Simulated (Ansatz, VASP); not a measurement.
**AlAs in VASP and in Ansatz**

```
Al As
1.0
     0.00000    2.81454    2.81454
     2.81454    0.00000    2.81454
     2.81454    2.81454    0.00000
Al As
1 1
Direct
  0.00000 0.00000 0.00000
  0.25000 0.25000 0.25000
```

Alike in both runs: functional LDA; k mesh 8 × 8 × 8; occupations gaussian, width 0.02 eV; no spin polarisation.

Ansatz relaxed the structure, and its values are those at the end. VASP's run is a single point on that final structure, the one shown.

|  | VASP | Ansatz |
| --- | --- | --- |
| version | VASP 6.6.1 | Ansatz 0.2.0 |
| potentials or method | VASP PAW LDA potentials, release 64 (Al, As), cutoff 500 eV | scalar-relativistic, plane waves, PAW |
| valence electrons in the cell | 8 | 18 |

|  | VASP | Ansatz | Ansatz less VASP |
| --- | --- | --- | --- |
| gap on the k mesh at the Fermi level (eV) | 1.31 | 1.32 | +0.013 |
| least direct gap on the mesh (eV) | 2.02 | 1.98 | -0.035 |
| pressure (GPa) | 0.4 | 0.0 | -0.35 |

LDA's correlation is that of Perdew and Zunger in VASP and of Perdew and Wang (1992) in Ansatz. VASP's potentials hold 8 valence electrons a cell and Ansatz's 18, so a difference there can come from the potentials and not from the codes.
